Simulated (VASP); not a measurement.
Crystal: CaO (Lime).

```
CELL_PARAMETERS angstrom
0.00000 2.39755 2.39755
2.39755 0.00000 2.39755
2.39755 2.39755 0.00000
ATOMIC_POSITIONS crystal
Ca 0.00000 0.00000 0.00000
O 0.50000 0.50000 0.50000
```

Base run:

```yaml
Program: VASP 6.6.1
Functional: r2SCAN
Potentials_or_basis: VASP PAW PBE potentials, release 64 (Ca_sv, O)
Cutoff: 520 eV
k_mesh: 8 × 8 × 8
Occupations: gaussian, width 0.01 eV
Spin: no spin polarisation
```

Its results: band gap on the k mesh 4.19 eV, indirect (least direct gap 4.56 eV); pressure 1.0 GPa.

**Question.** After a change of settings the same cell gave: band gap on the k mesh 3.63 eV, indirect (least direct gap 4.01 eV); pressure 3.1 GPa. Which change was it?
A. k mesh from 8 × 8 × 8 to 10 × 10 × 10; further incar settings from ALGO = Normal; EDIFF = 1e-06; NBANDS = 15 to ALGO = Normal; EDIFF = 1e-07; NBANDS = 15
B. potentials or basis from VASP PAW PBE potentials, release 64 (Ca_sv, O) to VASP PAW PBE potentials, release 64 (Ca_sv, O_h); cutoff from 520 eV to 910 eV
C. functional from r2SCAN to PBE; k mesh from 8 × 8 × 8 to 10 × 10 × 10

**Answer.** C.

Caveats: the PAW data sets were made with another functional, which shifts forces and pressure a little (some runs).
